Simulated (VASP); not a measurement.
# Re (P6_3/mmc) in VASP: a series of runs, part 3 of 3

VASP 6.6.1. The steps go on from the part before.

### Step 5. Single point, LDA

This run uses another cell than the first one, of 15.70 Å³/atom, 1.060 times its volume.

INCAR reads:

```
ALGO = Normal ; EDIFF = 1E-7
ENCUT = 520 ; ISIF = 2
ISMEAR = -1 ; LASPH = T
LCHARG = F ; LREAL = F
LWAVE = F ; NBANDS = 22
NELM = 100 ; PREC = Accurate
SIGMA = 0.05
```

KPOINTS reads:

```
k-points
0
Gamma
  11 11 3
```

POSCAR reads:

```
Re
1.0
    2.8206440586      0.0000000000      0.0000000000
   -1.4103220293      2.4427494098      0.0000000000
    0.0000000000      0.0000000000      9.1141611428
Re
4
Direct
    0.6666666667      0.3333333333      0.7500000000
    0.0000000000      0.0000000000      0.5000000000
    0.3333333333      0.6666666667      0.2500000000
    0.0000000000      0.0000000000      0.0000000000
```

Potentials or basis: VASP PAW LDA potentials, release 64 (Re).

The run is started by

```
> cat potpaw_LDA.64/Re/POTCAR > POTCAR
> mpirun -np 1 vasp_std > vasp.out
```

OUTCAR:

```text
EDIFF = 1E-7
   ENCUT = 520
   ISIF = 2
   ISMEAR = -1
   LASPH = T
   LREAL = F
   NELM = 100
   PREC = Accurate

 ion  position               nearest neighbor table
   1  0.667  0.333  0.750-   2 2.80   4 2.80   2 2.80   4 2.80   2 2.80   4 2.80
   2  0.000  0.000  0.500-   1 2.80   3 2.80   1 2.80   3 2.80   1 2.80   3 2.80
   3  0.333  0.667  0.250-   2 2.80   4 2.80   2 2.80   4 2.80   2 2.80   4 2.80
   4  0.000  0.000  0.000-   1 2.80   3 2.80   1 2.80   3 2.80   1 2.80   3 2.80

  LATTYP: Found a hexagonal cell.
 ALAT       =     2.8206440586
 C/A-ratio  =     3.2312340563

  Lattice vectors:

 A1 = (   2.8206440586,   0.0000000000,   0.0000000000)
 A2 = (  -1.4103220293,   2.4427494098,   0.0000000000)
 A3 = (   0.0000000000,   0.0000000000,   9.1141611428)

Analysis of symmetry for initial positions (statically):
=====================================================================
 Subroutine PRICEL returns:
 Original cell was already a primitive cell.

 Routine SETGRP: Setting up the symmetry group for a
 hexagonal supercell.

 Subroutine GETGRP returns: Found 24 space group operations
 (whereof 12 operations were pure point group operations)
 out of a pool of 24 trial point group operations.

The static configuration has the point symmetry D_3d.
 The point group associated with its full space group is D_6h.

Analysis of symmetry for dynamics (positions and initial velocities):
=====================================================================
 Subroutine PRICEL returns:
 Original cell was already a primitive cell.

 Routine SETGRP: Setting up the symmetry group for a
 hexagonal supercell.

 Subroutine GETGRP returns: Found 24 space group operations
 (whereof 12 operations were pure point group operations)
 out of a pool of 24 trial point group operations.

The dynamic configuration has the point symmetry D_3d.
 The point group associated with its full space group is D_6h.

 Subroutine INISYM returns: Found 24 space group operations
[... 115 lines left out ...]
   EFERMI =   0.00;   METHOD = LEGACY
   ISMEAR =    -1;   SIGMA  =   0.05  broadening in eV -4-tet -1-fermi 0-gaus
   EFERMI_NEDOS =   21; number of points for ismear=-14 and -15
   IALGO  =     38    algorithm
   IMIX   =      4    mixing-type and parameters
     AMIX     =   0.40;   BMIX     =  1.00
     AMIX_MAG =   1.60;   BMIX_MAG =  1.00
  volume/ion in A,a.u.               =      15.70       105.94
  Fermi-wavevector in a.u.,A,eV,Ry     =   1.250680  2.363443 21.282239  1.564200
  Thomas-Fermi vector in A             =   2.384663
   LORBIT       =      0    0 simple, 1 ext, 2 COOP (PROOUT), +10 PAW based schemes
   GGA     = CA    functional components
   LHFCALC =     F    Hartree Fock is set to
   AEXX    =    0.0000 exact exchange contribution
   IVDW    =     0    specifies the selected vdW correction
   LEPSILON=     F    determine dielectric tensor
   LRPA    =     F    only Hartree local field effects (RPA)
 non-spin polarized calculation
  energy-cutoff  :      520.00
  volume of cell :       62.80
 maximum number of plane-waves:      1705
 NGX is ok and might be reduce to    24
   NGX = 11   NGY = 11   NGZ = 33

 number of electron      28.0000003 magnetization

 Free energy of the ion-electron system (eV)
  ---------------------------------------------------
  ext. energy  EPLUGINS =         0.00000000
  ---------------------------------------------------
  free energy    TOTEN  =       -54.54141641 eV

  energy without entropy =      -54.51577706  energy(sigma->0) =      -54.52859674

 E-fermi :   7.1281     XC(G=0): -13.4942

 val. band max:        7.1256599950   @ k =   0.2727   0.0909   0.0000
 cond. band min:       7.1334413237   @ k =   0.3636   0.2727   0.3333
 fundamental gap:      0.0077813286
 Fermi energy:         7.1280728746

 k-point     1 :       0.0000    0.0000    0.0000
  band No.  band energies     occupation
      1      -2.3021      2.00000
      2      -0.1091      2.00000
      3      -0.0355      2.00000
      4       0.9209      2.00000
      5       4.7980      2.00000
      6       4.8830      2.00000
[... 589 lines left out ...]
     21       9.8676      0.00000
     22      10.4897      0.00000

 [... further k-points ...]
[... 5 lines left out ...]
  --------------------------------------------------------------------------------------
  -------------------------------------------------------------------------------------
  Total      -11.5965521    -11.5965521    -11.7034536      0.0000000     -0.0000000      0.0000000
  in kB     -295.8663419   -295.8663419   -298.5937521      0.0000000     -0.0000000      0.0000000
  external PRESSURE =    -296.7754786 kB  Pullay stress =       0.0000000 kB

 VOLUME and BASIS-vectors are now :
 -----------------------------------------------------------------------------
  energy-cutoff  :      520.00
  volume of cell :       62.80
      direct lattice vectors                 reciprocal lattice vectors
     2.820644059  0.000000000  0.000000000     0.354528958  0.204687390  0.000000000
    -1.410322029  2.442749410  0.000000000     0.000000000  0.409374779  0.000000000
     0.000000000  0.000000000  9.114161143     0.000000000  0.000000000  0.109719368

 POSITION                                       TOTAL-FORCE (eV/Angst)
 -----------------------------------------------------------------------------------
      1.41032      0.81425      6.83562        -0.000000      0.000000     -0.000000
      0.00000      0.00000      4.55708         0.000000      0.000000      0.000000
     -0.00000      1.62850      2.27854         0.000000      0.000000      0.000000
      0.00000      0.00000      0.00000         0.000000      0.000000      0.000000
 -----------------------------------------------------------------------------------
    total drift:                               -0.000000      0.000000      0.000000

  FREE ENERGIE OF THE ION-ELECTRON SYSTEM (eV)
  ---------------------------------------------------
  free  energy   TOTEN  =       -54.5414164056 eV

  energy  without entropy=      -54.5157770647  energy(sigma->0) =      -54.52859674
```

OSZICAR:

```text
N       E                     dE             d eps       ncg     rms          rms(c)
DAV:   1     0.308642739747E+03    0.30864E+03   -0.10733E+04  1600   0.128E+03
DAV:   2    -0.218623624169E+02   -0.33051E+03   -0.30487E+03  2070   0.741E+02
DAV:   3    -0.543064901422E+02   -0.32444E+02   -0.28745E+02  2276   0.236E+02
DAV:   4    -0.576340861073E+02   -0.33276E+01   -0.30128E+01  2540   0.669E+01
DAV:   5    -0.577702971717E+02   -0.13621E+00   -0.13121E+00  2368   0.127E+01    0.535E+01
DAV:   6    -0.552474398424E+02    0.25229E+01   -0.31215E+00  2424   0.222E+01    0.203E+01
DAV:   7    -0.545688305942E+02    0.67861E+00   -0.16789E+00  2472   0.158E+01    0.988E-01
DAV:   8    -0.545577324543E+02    0.11098E-01   -0.91682E-02  2616   0.405E+00    0.765E-01
DAV:   9    -0.545421958421E+02    0.15537E-01   -0.25107E-02  2720   0.225E+00    0.258E-01
DAV:  10    -0.545416768819E+02    0.51896E-03   -0.22339E-03  2518   0.406E-01    0.200E-01
DAV:  11    -0.545414152020E+02    0.26168E-03   -0.55917E-04  2632   0.330E-01    0.391E-02
DAV:  12    -0.545414164622E+02   -0.12602E-05   -0.48443E-05  2352   0.718E-02    0.196E-02
DAV:  13    -0.545414166463E+02   -0.18412E-06   -0.24997E-06  2392   0.189E-02    0.511E-03
DAV:  14    -0.545414163926E+02    0.25377E-06   -0.48156E-07  1872   0.133E-02    0.590E-03
DAV:  15    -0.545414164056E+02   -0.13002E-07   -0.53811E-08  1268   0.350E-03
   1 F= -.54541416E+02 E0= -.54528597E+02  d E =-.256393E-01
```

stdout:

```text
POSCAR found type information on POSCAR Re
 POSCAR found :  1 types and       4 ions
 scaLAPACK will be used
 LDA part: xc-table for (Slater(with rela. corr.)+CA(PZ))
 , standard interpolation
 POSCAR, INCAR and KPOINTS ok, starting setup
 FFT: planning ... GRIDC
 FFT: planning ... GRID_SOFT
 FFT: planning ... GRID
 WAVECAR not read
 entering main loop
```

Run time: 32 s. Hardware: 1 thread of Intel Xeon 6975P-C (Granite Rapids), shared host; peak memory 0.17 GiB.

Results:

```yaml
Free_energy: -54.5414 eV
Pressure: -29.7 GPa
Band_gap_on_the_k_mesh: zero (band 14 reaches 8.16 eV, above the bottom of band 15 at 5.92 eV)
```

Levels at points of the mesh, in eV from the Fermi level:
| k point | band 11 | band 12 | band 13 | band 14 | band 15 | band 16 | band 17 | band 18 |
| --- | --- | --- | --- | --- | --- | --- | --- | --- |
| (0.00, 0.00, 0.00) | -1.50 | -1.12 | -1.12 | -1.02 | -1.02 | 0.53 | 0.57 | 0.57 |

Caveat: spin-orbit coupling is left out, which moves the levels of the heavy elements.

### Step 6. Single point, LDA (volume scaled by 0.94)

INCAR reads:

```
PREC = Accurate
ENCUT = 520
EDIFF = 1E-6
ISMEAR = -1
SIGMA = 0.05
LREAL = False
LASPH = True
NELM = 60
ALGO = Fast
ISIF = 2
LWAVE = False
LCHARG = False
NBANDS = 22
```

KPOINTS reads:

```
Automatic mesh
0
Gamma
  11 11 3
```

POSCAR reads:

```
Re
1.0
    2.7099146624      0.0000000000      0.0000000000
   -1.3549573311      2.3468549397      0.0000000000
    0.0000000000      0.0000000000      8.7563685467
Re
4
Direct
    0.6666666667      0.3333333333      0.7500000000
    0.0000000000      0.0000000000      0.5000000000
    0.3333333333      0.6666666667      0.2500000000
    0.0000000000      0.0000000000      0.0000000000
```

Potentials or basis: VASP PAW LDA potentials, release 64 (Re).

The run is started by

```
> cat potpaw_LDA.64/Re/POTCAR > POTCAR
> mpirun -np 1 vasp_std > vasp.out
```

OUTCAR:

```text
PREC = Accurate
   ENCUT = 520
   EDIFF = 1E-6
   ISMEAR = -1
   LREAL = False
   LASPH = True
   NELM = 60
   ISIF = 2

 ion  position               nearest neighbor table
   1  0.667  0.333  0.750-   2 2.69   4 2.69   2 2.69   4 2.69   2 2.69   4 2.69
   2  0.000  0.000  0.500-   1 2.69   3 2.69   3 2.69   1 2.69   1 2.69   3 2.69
   3  0.333  0.667  0.250-   2 2.69   4 2.69   2 2.69   4 2.69   2 2.69   4 2.69
   4  0.000  0.000  0.000-   1 2.69   3 2.69   3 2.69   1 2.69   1 2.69   3 2.69

  LATTYP: Found a hexagonal cell.
 ALAT       =     2.7099146624
 C/A-ratio  =     3.2312340563

  Lattice vectors:

 A1 = (   2.7099146624,   0.0000000000,   0.0000000000)
 A2 = (  -1.3549573311,   2.3468549397,   0.0000000000)
 A3 = (   0.0000000000,   0.0000000000,   8.7563685467)

Analysis of symmetry for initial positions (statically):
=====================================================================
 Subroutine PRICEL returns:
 Original cell was already a primitive cell.

 Routine SETGRP: Setting up the symmetry group for a
 hexagonal supercell.

 Subroutine GETGRP returns: Found 24 space group operations
 (whereof 12 operations were pure point group operations)
 out of a pool of 24 trial point group operations.

The static configuration has the point symmetry D_3d.
 The point group associated with its full space group is D_6h.

Analysis of symmetry for dynamics (positions and initial velocities):
=====================================================================
 Subroutine PRICEL returns:
 Original cell was already a primitive cell.

 Routine SETGRP: Setting up the symmetry group for a
 hexagonal supercell.

 Subroutine GETGRP returns: Found 24 space group operations
 (whereof 12 operations were pure point group operations)
 out of a pool of 24 trial point group operations.

The dynamic configuration has the point symmetry D_3d.
 The point group associated with its full space group is D_6h.

 Subroutine INISYM returns: Found 24 space group operations
 (whereof 12 operations are pure point group operations),
 and found     1 'primitive' translations

[... 114 lines left out ...]
   EFERMI_NEDOS =   21; number of points for ismear=-14 and -15
   IALGO  =     68    algorithm
   IMIX   =      4    mixing-type and parameters
     AMIX     =   0.40;   BMIX     =  1.00
     AMIX_MAG =   1.60;   BMIX_MAG =  1.00
  volume/ion in A,a.u.               =      13.92        93.95
  Fermi-wavevector in a.u.,A,eV,Ry     =   1.301784  2.460015 23.056993  1.694641
  Thomas-Fermi vector in A             =   2.432895
   LORBIT       =      0    0 simple, 1 ext, 2 COOP (PROOUT), +10 PAW based schemes
   GGA     = CA    functional components
   LHFCALC =     F    Hartree Fock is set to
   AEXX    =    0.0000 exact exchange contribution
   IVDW    =     0    specifies the selected vdW correction
   LEPSILON=     F    determine dielectric tensor
   LRPA    =     F    only Hartree local field effects (RPA)
 non-spin polarized calculation
 RMM-DIIS sequential band-by-band and
  energy-cutoff  :      520.00
  volume of cell :       55.69
 maximum number of plane-waves:      1523
   NGX = 11   NGY = 11   NGZ = 33

 number of electron      28.0000000 magnetization

 Free energy of the ion-electron system (eV)
  ---------------------------------------------------
  ext. energy  EPLUGINS =         0.00000000
  ---------------------------------------------------
  free energy    TOTEN  =       -54.98780278 eV

  energy without entropy =      -54.96564648  energy(sigma->0) =      -54.97672463

 E-fermi :   8.6678     XC(G=0): -14.1415

 val. band max:        8.6626761397   @ k =   0.2727   0.0000   0.0000
 cond. band min:       8.7080499830   @ k =   0.3636   0.0909   0.3333
 fundamental gap:      0.0453738433
 Fermi energy:         8.6678250207

 k-point     1 :       0.0000    0.0000    0.0000
  band No.  band energies     occupation
      1      -1.6098      2.00000
      2       0.7861      2.00000
      3       0.8798      2.00000
      4       1.5560      2.00000
      5       5.9488      2.00000
      6       6.0516      2.00000
[... 589 lines left out ...]
     21      11.9230      0.00000
     22      12.6846      0.00000

 [... further k-points ...]
[... 5 lines left out ...]
  --------------------------------------------------------------------------------------
  -------------------------------------------------------------------------------------
  Total        5.0055515      5.0055515      4.7833656      0.0000000      0.0000000      0.0000000
  in kB      144.0113164    144.0113164    137.6189589      0.0000000      0.0000000      0.0000000
  external PRESSURE =     141.8805306 kB  Pullay stress =       0.0000000 kB

 VOLUME and BASIS-vectors are now :
 -----------------------------------------------------------------------------
  energy-cutoff  :      520.00
  volume of cell :       55.69
      direct lattice vectors                 reciprocal lattice vectors
     2.709914662  0.000000000  0.000000000     0.369015310  0.213051089  0.000000000
    -1.354957331  2.346854940  0.000000000     0.000000000  0.426102177  0.000000000
     0.000000000  0.000000000  8.756368547     0.000000000  0.000000000  0.114202594

 POSITION                                       TOTAL-FORCE (eV/Angst)
 -----------------------------------------------------------------------------------
      1.35496      0.78228      6.56728         0.000000     -0.000000     -0.000000
      0.00000      0.00000      4.37818         0.000000      0.000000      0.000000
     -0.00000      1.56457      2.18909        -0.000000      0.000000     -0.000000
      0.00000      0.00000      0.00000         0.000000      0.000000      0.000000
 -----------------------------------------------------------------------------------
    total drift:                                0.000000     -0.000000      0.000000

  FREE ENERGIE OF THE ION-ELECTRON SYSTEM (eV)
  ---------------------------------------------------
  free  energy   TOTEN  =       -54.9878027793 eV

  energy  without entropy=      -54.9656464777  energy(sigma->0) =      -54.97672463
```

OSZICAR:

```text
N       E                     dE             d eps       ncg     rms          rms(c)
DAV:   1     0.332821702158E+03    0.33282E+03   -0.10867E+04  1598   0.132E+03
DAV:   2    -0.225317258297E+02   -0.35535E+03   -0.32571E+03  2026   0.757E+02
DAV:   3    -0.546154079665E+02   -0.32084E+02   -0.28282E+02  2248   0.247E+02
DAV:   4    -0.576302415082E+02   -0.30148E+01   -0.27325E+01  2516   0.663E+01
DAV:   5    -0.577502544312E+02   -0.12001E+00   -0.11824E+00  2302   0.132E+01    0.667E+01
RMM:   6    -0.556316008205E+02    0.21187E+01   -0.10142E+00  1808   0.164E+01    0.280E+01
RMM:   7    -0.549946147853E+02    0.63699E+00   -0.40195E+00  2152   0.163E+01    0.164E+00
RMM:   8    -0.549955590333E+02   -0.94425E-03   -0.21931E-01  2265   0.251E+00    0.140E+00
RMM:   9    -0.549935611587E+02    0.19979E-02   -0.42488E-02  2240   0.112E+00    0.113E+00
RMM:  10    -0.549880555302E+02    0.55056E-02   -0.12353E-02  2137   0.102E+00    0.273E-01
RMM:  11    -0.549877287985E+02    0.32673E-03   -0.44391E-03  2216   0.572E-01    0.798E-02
RMM:  12    -0.549878077679E+02   -0.78969E-04   -0.89023E-04  2354   0.108E-01    0.372E-02
RMM:  13    -0.549878008737E+02    0.68941E-05   -0.13639E-04  2246   0.723E-02    0.199E-02
RMM:  14    -0.549878022559E+02   -0.13821E-05   -0.27565E-05  1886   0.245E-02    0.444E-03
RMM:  15    -0.549878027793E+02   -0.52341E-06   -0.51261E-06  1411   0.257E-02
   1 F= -.54987803E+02 E0= -.54976725E+02  d E =-.221563E-01
```

Wall time 32 s (1 thread of Intel Xeon Platinum 8488C (Sapphire Rapids), shared host); peak memory 0.15 GiB.

What came out:

```
Free energy            : -54.9878 eV
Pressure               : 14.2 GPa
Band gap on the k mesh : zero (band 14 reaches 9.93 eV, above the bottom of band 15 at 7.19 eV)
```

Caveat: the cell differs from its parent crystal (volume scaled by 0.94); spin-orbit coupling is left out, which moves the levels of the heavy elements.

### Step 7. The runs side by side

```tsv
level	potentials or basis	cell	gap on the mesh (eV)	pressure (GPa)
PBE	VASP PAW PBE potentials, release 64 (Re)	a = 2.766, b = 2.766, c = 8.939 Å, angles 90.0, 90.0, 120.0°, 4 atoms	none	2.9
LDA	VASP PAW LDA potentials, release 64 (Re)	a = 2.785, b = 2.785, c = 8.998 Å, angles 90.0, 90.0, 120.0°, 4 atoms	none	-18.2
LDA	VASP PAW LDA potentials, release 64 (Re)	a = 2.803, b = 2.803, c = 9.056 Å, angles 90.0, 90.0, 120.0°, 4 atoms	none	-24.3
LDA	VASP PAW LDA potentials, release 64 (Re)	a = 2.821, b = 2.821, c = 9.114 Å, angles 90.0, 90.0, 120.0°, 4 atoms	none	-29.7
LDA	VASP PAW LDA potentials, release 64 (Re)	a = 2.710, b = 2.710, c = 8.756 Å, angles 90.0, 90.0, 120.0°, 4 atoms	none	14.2
```

Alike in all rows: task single point; no spin polarisation; k mesh 11 × 11 × 3; cutoff (eV) 520; smearing fermi-dirac 0.05 eV.

Caveats: spin-orbit coupling is left out, which moves the levels of the heavy elements.

Absolute energies hang on the potentials; compare differences alone.
